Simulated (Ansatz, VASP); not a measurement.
## H in VASP and in Ansatz

INCAR

```
ALGO = Normal
EDIFF = 1E-6
ENCUT = 520
GGA = PS
ISIF = 2
ISMEAR = 0
LASPH = True
LCHARG = True
LELF = True
LREAL = False
LVHAR = True
LWAVE = False
NBANDS = 8
NELM = 60
PREC = Accurate
SIGMA = 0.02
```

The input KPOINTS:

```
k-points
0
Gamma
  10 10 10
```

File POSCAR:

```
H
1.0
   -1.6324999170      1.6324999170      2.0483874674
    1.6324999170     -1.6324999170      2.0483874674
    1.6324999170      1.6324999170     -2.0483874674
H
2
Direct
    0.8491376947      0.8491376947      0.0000000000
    0.1508623053      0.1508623053      0.0000000000
```

Input for Ansatz:

```yaml
crystal:
  lattice:
    - [-1.632499917, 1.632499917, 2.0483874674]
    - [1.632499917, -1.632499917, 2.0483874674]
    - [1.632499917, 1.632499917, -2.0483874674]
  atoms:
    - { symbol: H, position: [0.8491376947, 0.8491376947, 0.0] }
    - { symbol: H, position: [0.1508623053, 0.1508623053, 0.0] }
basis:
  ecutwfc: 420
kpoints:
  mp_grid: { grid: [10, 10, 10] }
hamiltonian:
  xc: pbesol
scf:
  occupations: { method: gaussian, width: 0.02 }
output:
  forces: true
  stress: true
  eigenvalues: true
  write_density: true
  write_potential: true
  elf: true
  volumetric_format: npy
```

Alike in both runs: task single point; functional PBEsol; k mesh 10 × 10 × 10; occupations gaussian, width 0.02 eV; no spin polarisation.

|  | VASP | Ansatz |
| --- | --- | --- |
| version | VASP 6.6.1 | Ansatz 0.2.0 |
| potentials or method | VASP PAW PBE potentials, release 64 (H), cutoff 520 eV | scalar-relativistic, plane waves, PAW |
| valence electrons in the cell | 2 | 2 |

Ansatz gave:

- gap on the k mesh at the Fermi level (eV): 3.23
- least direct gap on the mesh (eV): 3.44
- pressure (GPa): -13.7
- traceless stress, the component that is largest in VASP (GPa): -25.37
- rms of the force components (eV/Å): 2.459

Q: What did VASP give for the same quantities?

A: gap on the k mesh at the Fermi level (eV): 3.23; least direct gap on the mesh (eV): 3.44; pressure (GPa): -13.8; traceless stress, the component that is largest in VASP (GPa): -25.37; rms of the force components (eV/Å): 2.457.

VASP's potentials were made for PBE, not for PBEsol. Atom by atom the forces differ by 0.002 eV/Å (rms over components).
